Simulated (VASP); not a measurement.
# WS2 in VASP: a series of runs

Runs on WS2. Level: r2SCAN. Tasks: single point.

Program: VASP 6.6.1. These are calculated values, not measurements. Logs are shortened: lines on timing, memory, paths and dates and some standing lists are left out, and cuts for length are marked.

## (1) The cell of the first run

The cell holds a slab with vacuum, 3 atoms: a = 3.102 Å, b = 3.102 Å, c = 17.375 Å, α = 90.00°, β = 90.00°, γ = 120.00°.

## (2) Single point, r2SCAN (strain -0.025 along x and y, +0.025 along z)

Contents of POSCAR:

```
WS2
1.0
    3.1015680172      0.0000000000      0.0000000000
   -1.5507840086      2.6860366944      0.0000000000
    0.0000000000      0.0000000000     17.3745085036
W S
1 2
Direct
    0.3333333333      0.6666666667      0.0000000000
    0.6666666667      0.3333333333      0.9080224902
    0.6666666667      0.3333333333      0.0919775098
```

Contents of INCAR.step1:

```
PREC = Accurate
ENCUT = 520
ISMEAR = 0
SIGMA = 0.05
LREAL = F
LASPH = T
NELM = 60
NBANDS = 20
GGA = PE
ALGO = Normal
EDIFF = 1E-4
LWAVE = T
LCHARG = F
```

Contents of INCAR.step2:

```
PREC = Accurate
ENCUT = 520
EDIFF = 1E-7
ISMEAR = 0
SIGMA = 0.05
LREAL = F
LASPH = T
NELM = 60
ALGO = Normal
ISIF = 2
LWAVE = F
LCHARG = F
METAGGA = R2SCAN
LMIXTAU = T
NBANDS = 20
ISTART = 1
```

Contents of KPOINTS:

```
regular mesh
0
Gamma
  12 12 2
```

Potentials or basis: VASP PAW PBE potentials, release 64 (W_sv, S).

Run with:

```bash
cat potpaw_PBE.64/W_sv/POTCAR potpaw_PBE.64/S/POTCAR > POTCAR
cp INCAR.step1 INCAR
mpirun -np 1 vasp_std > vasp.out
cp INCAR.step2 INCAR
mpirun -np 1 vasp_std > vasp.out
```

OUTCAR:

```text
PREC = Accurate
   ENCUT = 520
   EDIFF = 1E-7
   ISMEAR = 0
   LREAL = F
   LASPH = T
   NELM = 60
   ISIF = 2
   METAGGA = R2SCAN
   ISTART = 1

 ion  position               nearest neighbor table
   1  0.333  0.667  0.000-   2 2.40   3 2.40   2 2.40   3 2.40   2 2.40   3 2.40
   2  0.667  0.333  0.908-   1 2.40   1 2.40   1 2.40
   3  0.667  0.333  0.092-   1 2.40   1 2.40   1 2.40

  LATTYP: Found a hexagonal cell.
 ALAT       =     3.1015680172
 C/A-ratio  =     5.6018466812

  Lattice vectors:

 A1 = (   3.1015680172,   0.0000000000,   0.0000000000)
 A2 = (  -1.5507840086,   2.6860366944,   0.0000000000)
 A3 = (   0.0000000000,   0.0000000000,  17.3745085036)

Analysis of symmetry for initial positions (statically):
=====================================================================
 Subroutine PRICEL returns:
 Original cell was already a primitive cell.

 Routine SETGRP: Setting up the symmetry group for a
 hexagonal supercell.

 Subroutine GETGRP returns: Found 12 space group operations
 (whereof 12 operations were pure point group operations)
 out of a pool of 24 trial point group operations.

The static configuration has the point symmetry D_3h.

Analysis of symmetry for dynamics (positions and initial velocities):
=====================================================================
 Subroutine PRICEL returns:
 Original cell was already a primitive cell.

 Routine SETGRP: Setting up the symmetry group for a
 hexagonal supercell.

 Subroutine GETGRP returns: Found 12 space group operations
 (whereof 12 operations were pure point group operations)
 out of a pool of 24 trial point group operations.

The dynamic configuration has the point symmetry D_3h.

 Subroutine INISYM returns: Found 12 space group operations
 (whereof 12 operations are pure point group operations),
 and found     1 'primitive' translations

----------------------------------------------------------------------------------------

                                     Primitive cell

  volume of cell :     144.7457

  direct lattice vectors                    reciprocal lattice vectors
     3.101568017  0.000000000  0.000000000     0.322417562  0.186147866  0.000000000
    -1.550784009  2.686036694  0.000000000     0.000000000  0.372295733  0.000000000
     0.000000000  0.000000000 17.374508504     0.000000000  0.000000000  0.057555585

  length of vectors
     3.101568017  3.101568017 17.374508504     0.372295733  0.372295733  0.057555585

  position of ions in fractional coordinates (direct lattice)
     0.333333333  0.666666667  0.000000000
     0.666666667  0.333333333  0.908022490
     0.666666667  0.333333333  0.091977510

  ion indices of the primitive-cell ions
   primitive index   ion index
                 1           1
                 2           2
                 3           3

----------------------------------------------------------------------------------------

 KPOINTS: regular mesh

Automatic generation of k-mesh.
 Grid dimensions read from file:
 generate k-points for:   12   12    2

 Generating k-lattice:

  Cartesian coordinates                     Fractional coordinates (reciprocal lattice)
     0.026868130  0.015512322  0.000000000     0.083333333  0.000000000  0.000000000
     0.000000000  0.031024644  0.000000000     0.000000000  0.083333333  0.000000000
     0.000000000  0.000000000  0.028777792     0.000000000  0.000000000  0.500000000

  Length of vectors
     0.031024644  0.031024644  0.028777792

  Shift w.r.t. Gamma in fractional coordinates (k-lattice)
     0.000000000  0.000000000  0.000000000

 Subroutine IBZKPT returns following result:
 ===========================================

 Found     38 irreducible k-points:

 Following reciprocal coordinates:
            Coordinates               Weight
  0.000000  0.000000  0.000000      1.000000
  0.083333  0.000000  0.000000      6.000000
  0.166667 -0.000000  0.000000      6.000000
  0.250000 -0.000000  0.000000      6.000000
  0.333333 -0.000000  0.000000      6.000000
  0.416667 -0.000000  0.000000      6.000000
[... 16 lines left out ...]
  0.250000 -0.000000  0.500000      6.000000
  0.333333 -0.000000  0.500000      6.000000
 [... further k-points ...]
   k-points           NKPTS =     38   k-points in BZ     NKDIM =     38   number of bands    NBANDS=     20
   number of dos      NEDOS =    301   number of ions     NIONS =      3
   total plane-waves  NPLWV =  80640
   dimension x,y,z NGX =    24 NGY =   24 NGZ =  140
   dimension x,y,z NGXF=    48 NGYF=   48 NGZF=  280
   ions per type =               1   2
   NGX,Y,Z   is equivalent  to a cutoff of  12.86, 12.86, 13.40 a.u.
   NGXF,Y,Z  is equivalent  to a cutoff of  25.73, 25.73, 26.79 a.u.
 SYSTEM =  unknown system
   PREC   = accura    normal or accurate (medium, high low for compatibility)
   ISTART =      1    job   : 0-new  1-cont  2-samecut
   ICHARG =      0    charge: 1-file 2-atom 10-const
   ISPIN  =      1    spin polarized calculation?
   LNONCOLLINEAR =      F non collinear calculations
   LSORBIT =      F    spin-orbit coupling
   LASPH  =      T    aspherical Exc in radial PAW
   ENCUT  =  520.0 eV  38.22 Ry    6.18 a.u.   5.77  5.77 32.31*2*pi/ulx,y,z
   NELM   =     60;   NELMIN=  2; NELMDL=  0     # of ELM steps
   EDIFF  = 0.1E-06   stopping-criterion for ELM
   LREAL  =      F    real-space projection
   EDIFFG = 0.1E-05   stopping-criterion for IOM
   NSW    =      0    number of steps for IOM
   IBRION =     -1    ionic relax: 0-MD 1-quasi-New 2-CG
   NFREE  =      0    steps in history (QN), initial steepest desc. (CG)
   ISIF   =      2    stress and relaxation
   ISYM   =      2    0-nonsym 1-usesym 2-fastsym
   POTIM  = 0.5000    time-step for ionic-motion
   TEBEG  =    0.0;   TEEND  =   0.0 temperature during run
   PSTRESS=    0.0 pullay stress
   NELECT =      26.0000    total number of electrons
   NUPDOWN=      -1.0000    fix difference up-down
   EMIN   =  10.00;   EMAX   =-10.00  energy-range for DOS
   EFERMI =   0.00;   METHOD = LEGACY
   ISMEAR =     0;   SIGMA  =   0.05  broadening in eV -4-tet -1-fermi 0-gaus
   EFERMI_NEDOS =   21; number of points for ismear=-14 and -15
   IALGO  =     38    algorithm
   IMIX   =      4    mixing-type and parameters
     AMIX     =   0.40;   BMIX     =  1.00
     AMIX_MAG =   1.60;   BMIX_MAG =  1.00
  volume/ion in A,a.u.               =      48.25       325.60
  Fermi-wavevector in a.u.,A,eV,Ry     =   0.923699  1.745539 11.608772  0.853221
  Thomas-Fermi vector in A             =   2.049365
   LORBIT       =      0    0 simple, 1 ext, 2 COOP (PROOUT), +10 PAW based schemes
   METAGGA = R2SCAN    functional components
   LHFCALC =     F    Hartree Fock is set to
   AEXX    =    0.0000 exact exchange contribution
   IVDW    =     0    specifies the selected vdW correction
   LEPSILON=     F    determine dielectric tensor
   LRPA    =     F    only Hartree local field effects (RPA)
 non-spin polarized calculation
 Gauss-broadening in eV      SIGMA  =   0.05
  energy-cutoff  :      520.00
  volume of cell :      144.75
 maximum number of plane-waves:      3932
 NGX is ok and might be reduce to    24
   NGX = 11   NGY = 11   NGZ = 65

 number of electron      26.0000000 magnetization

 Free energy of the ion-electron system (eV)
  ---------------------------------------------------
  ext. energy  EPLUGINS =         0.00000000
  ---------------------------------------------------
  free energy    TOTEN  =       -69.96595276 eV

  energy without entropy =      -69.96595276  energy(sigma->0) =      -69.96595276

 E-fermi :  -0.7284     XC(G=0):  -4.6263

 val. band max:       -1.2014340798   @ k =   0.3333   0.3333   0.5000
 cond. band min:       0.8458287905   @ k =   0.1667   0.1667   0.5000
 fundamental gap:      2.0472628703
 Fermi energy:        -0.7284284350

 k-point     1 :       0.0000    0.0000    0.0000
  band No.  band energies     occupation
      1     -77.0809      2.00000
      2     -40.7282      2.00000
      3     -40.4723      2.00000
      4     -40.4723      2.00000
      5     -16.9052      2.00000
      6     -15.2408      2.00000
[... 12 lines left out ...]
     19       4.7879      0.00000
     20       5.1411      0.00000

 k-point     2 :       0.0833    0.0000    0.0000
  band No.  band energies     occupation
      1     -77.0790      2.00000
      2     -40.7223      2.00000
      3     -40.5040      2.00000
      4     -40.4796      2.00000
      5     -16.7746      2.00000
      6     -15.1888      2.00000
[... 12 lines left out ...]
     19       4.9351      0.00000
     20       5.5661      0.00000

 k-point     3 :       0.1667   -0.0000    0.0000
  band No.  band energies     occupation
      1     -77.0740      2.00000
      2     -40.7063      2.00000
      3     -40.5899      2.00000
      4     -40.4995      2.00000
      5     -16.4018      2.00000
      6     -15.0405      2.00000
[... 12 lines left out ...]
     19       5.3629      0.00000
     20       6.1551      0.00000

 k-point     4 :       0.2500   -0.0000    0.0000
  band No.  band energies     occupation
      1     -77.0672      2.00000
      2     -40.7053      2.00000
      3     -40.6843      2.00000
      4     -40.5265      2.00000
      5     -15.8446      2.00000
      6     -14.8213      2.00000
[... 12 lines left out ...]
     19       6.0132      0.00000
     20       6.6133      0.00000

 k-point     5 :       0.3333   -0.0000    0.0000
  band No.  band energies     occupation
      1     -77.0603      2.00000
      2     -40.8187      2.00000
      3     -40.6623      2.00000
      4     -40.5533      2.00000
      5     -15.2062      2.00000
      6     -14.5780      2.00000
[... 12 lines left out ...]
     19       6.6276      0.00000
     20       6.7109      0.00000
[... 353 lines left out ...]
      6     -15.1888      2.00000
[... 12 lines left out ...]
     19       4.8260      0.00000
     20       5.8275      0.00000

 k-point    22 :       0.1667   -0.0000    0.5000
  band No.  band energies     occupation
      1     -77.0740      2.00000
      2     -40.7063      2.00000
      3     -40.5899      2.00000
      4     -40.4995      2.00000
      5     -16.4018      2.00000
      6     -15.0405      2.00000
[... 12 lines left out ...]
     19       5.2820      0.00000
     20       6.3548      0.00000

 k-point    23 :       0.2500   -0.0000    0.5000
  band No.  band energies     occupation
      1     -77.0672      2.00000
      2     -40.7053      2.00000
      3     -40.6843      2.00000
      4     -40.5265      2.00000
      5     -15.8446      2.00000
      6     -14.8213      2.00000
[... 12 lines left out ...]
     19       5.8593      0.00000
     20       6.9390      0.00000

 k-point    24 :       0.3333   -0.0000    0.5000
  band No.  band energies     occupation
      1     -77.0603      2.00000
      2     -40.8187      2.00000
      3     -40.6623      2.00000
      4     -40.5533      2.00000
      5     -15.2062      2.00000
      6     -14.5780      2.00000
[... 12 lines left out ...]
     19       6.5391      0.00000
     20       6.8450      0.00000

 [... further k-points ...]

------------------------ aborting loop because EDIFF is reached ----------------------------------------

  FORCE on cell =-STRESS in cart. coord.  units (eV):
  Direction    XX          YY          ZZ          XY          YZ          ZX
  --------------------------------------------------------------------------------------
  -------------------------------------------------------------------------------------
  Total        2.5805825      2.5805825     -0.6877926      0.0000000      0.0000000      0.0000000
  in kB       28.5642324     28.5642324     -7.6131136      0.0000000      0.0000000      0.0000000
  external PRESSURE =      16.5051171 kB  Pullay stress =       0.0000000 kB

 VOLUME and BASIS-vectors are now :
 -----------------------------------------------------------------------------
  energy-cutoff  :      520.00
  volume of cell :      144.75
      direct lattice vectors                 reciprocal lattice vectors
     3.101568017  0.000000000  0.000000000     0.322417562  0.186147866  0.000000000
    -1.550784009  2.686036694  0.000000000     0.000000000  0.372295733  0.000000000
     0.000000000  0.000000000 17.374508504     0.000000000  0.000000000  0.057555585

 POSITION                                       TOTAL-FORCE (eV/Angst)
 -----------------------------------------------------------------------------------
     -0.00000      1.79069      0.00000        -0.000000      0.000000     -0.000000
      1.55078      0.89535     15.77644         0.000000     -0.000000      0.205912
      1.55078      0.89535      1.59806         0.000000     -0.000000     -0.205912
 -----------------------------------------------------------------------------------
    total drift:                                0.000000     -0.000000     -0.000000

  FREE ENERGIE OF THE ION-ELECTRON SYSTEM (eV)
  ---------------------------------------------------
  free  energy   TOTEN  =       -69.9659527598 eV

  energy  without entropy=      -69.9659527598  energy(sigma->0) =      -69.96595276
```

Run time: 4.3 min. Hardware: 1 thread of Intel Xeon 6975P-C (Granite Rapids), shared host; peak memory 0.36 GiB.

What came out:

```
Free energy            : -69.9660 eV
Largest force          : 0.206 eV/Å
Band gap on the k mesh : 2.05 eV (least direct gap 2.35 eV)
```

Forces in eV/Å, atoms in the order of the input:
```
W    0.000  0.000  0.000
S    0.000  0.000  0.206
S    0.000  0.000 -0.206
```

Levels at points of the mesh, in eV from the valence-band top:
```csv
k point,band 9,band 10,band 11,band 12,band 13,band 14,band 15,band 16,band 17,band 18
"(0.00, 0.00, 0.00)",-2.81,-2.57,-1.48,-1.48,-0.38,3.28,3.28,3.31,3.31,5.61
"(0.50, 0.00, 0.00)",-4.77,-3.51,-2.55,-1.16,-1.08,3.40,3.67,4.42,5.06,5.81
"(0.00, 0.00, 0.50)",-2.81,-2.57,-1.48,-1.48,-0.38,3.28,3.28,3.31,3.31,5.69
"(0.50, 0.00, 0.50)",-4.77,-3.51,-2.55,-1.16,-1.08,3.40,3.67,4.42,5.06,5.81
```

Caveat: the cell differs from its parent crystal (strain -0.025 along x and y, +0.025 along z); the PAW data sets were made with another functional, which shifts forces and pressure a little; spin-orbit coupling is left out, which moves the levels of the heavy elements.

## (3) Single point, r2SCAN (strain -0.025 along x and y, +0.050 along z)

POSCAR, as its differences from that of step 2:

```diff
@@ -4,3 +4,3 @@
    -1.5507840086      2.6860366944      0.0000000000
-    0.0000000000      0.0000000000     17.3745085036
+    0.0000000000      0.0000000000     17.7982770037
 W S
```

Contents of INCAR.step1:

```
SYSTEM = WS2
ALGO = Normal ; EDIFF = 1E-4
ENCUT = 520 ; GGA = PE
ISMEAR = 0 ; LASPH = .TRUE.
LCHARG = .FALSE. ; LREAL = .FALSE.
LWAVE = .TRUE. ; NBANDS = 20
NELM = 80 ; PREC = Accurate
SIGMA = 0.05
```

Contents of INCAR.step2:

```
SYSTEM = WS2
ALGO = Normal ; EDIFF = 1E-6
ENCUT = 520 ; ISIF = 2
ISMEAR = 0 ; ISTART = 1
LASPH = .TRUE. ; LCHARG = .FALSE.
LMIXTAU = .TRUE. ; LREAL = .FALSE.
LWAVE = .FALSE. ; METAGGA = R2SCAN
NBANDS = 20 ; NELM = 80
PREC = Accurate ; SIGMA = 0.05
```

Contents of KPOINTS:

```
k-points
0
G
  12 12 2
  0 0 0
```

Potentials or basis: VASP PAW PBE potentials, release 64 (W_sv, S).

Run with:

```bash
cat potpaw_PBE.64/W_sv/POTCAR potpaw_PBE.64/S/POTCAR > POTCAR
cp INCAR.step1 INCAR
mpirun -np 1 vasp_std > vasp.out
cp INCAR.step2 INCAR
mpirun -np 1 vasp_std > vasp.out
```

Wall time 3.3 min (1 thread of Intel Xeon 6975P-C (Granite Rapids), shared host); peak memory 0.35 GiB.

The run converged. Its results:

- Free energy: -69.9193 eV
- Largest force: 0.973 eV/Å
- Band gap on the k mesh: 1.89 eV (least direct gap 2.44 eV)

Forces on the atoms (eV/Å):
```
W    0.000  0.000  0.000
S    0.000  0.000  0.973
S    0.000  0.000 -0.973
```

Levels at points of the mesh, in eV from the valence-band top:
```
           k point  band 11  band 12  band 13  band 14  band 15  band 16
(0.00, 0.00, 0.00)    -1.30    -1.30    -0.55     3.18     3.18     3.26
(0.50, 0.00, 0.00)    -2.64    -1.10    -1.05     3.43     3.55     4.29
(0.00, 0.00, 0.50)    -1.30    -1.30    -0.55     3.18     3.18     3.26
(0.50, 0.00, 0.50)    -2.64    -1.10    -1.05     3.43     3.55     4.29
```

Caveat: the cell differs from its parent crystal (strain -0.025 along x and y, +0.050 along z); the PAW data sets were made with another functional, which shifts forces and pressure a little; spin-orbit coupling is left out, which moves the levels of the heavy elements.

[end of part 1 of 2]
